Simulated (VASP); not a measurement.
Input of a VASP 6.6.1 run:

Contents of INCAR:

```
PREC = Accurate
ENCUT = 520
EDIFF = 1E-6
ISMEAR = 0
SIGMA = 0.01
LREAL = F
LASPH = T
NELM = 80
ALGO = Normal
ISIF = 2
LWAVE = F
LCHARG = F
GGA = PE
NBANDS = 26
```

Contents of KPOINTS:

```
Automatic mesh
0
Gamma
  12 12 4
```

The input POSCAR:

```
ZnO
1.0
    3.3337431140      0.0000000000      0.0000000000
   -1.6668715570      2.8871059466      0.0000000000
    0.0000000000      0.0000000000      5.3409823052
Zn O
2 2
Direct
    0.3333333333      0.6666666667      0.5000000000
    0.6666666667      0.3333333333      0.0000000000
    0.6666666667      0.3333333333      0.3790100000
    0.3333333333      0.6666666667      0.8790100000
```

Potentials or basis: VASP PAW PBE potentials, release 64 (Zn, O).

Command:

```sh
$ cat potpaw_PBE.64/Zn/POTCAR potpaw_PBE.64/O/POTCAR > POTCAR
$ mpirun -np 1 vasp_std > vasp.out
```

Question: What does it give for the largest force?

Answer: 0.048 eV/Å.

Question: Predict the band gap on the k mesh.

Answer: 0.67 eV, direct.

Forces in eV/Å, atoms in the order of the input:
```
Zn   0.000  0.000 -0.048
Zn   0.000  0.000 -0.048
O    0.000  0.000  0.048
O    0.000  0.000  0.048
```

As with any semilocal functional, this PBE gap is likely too small.
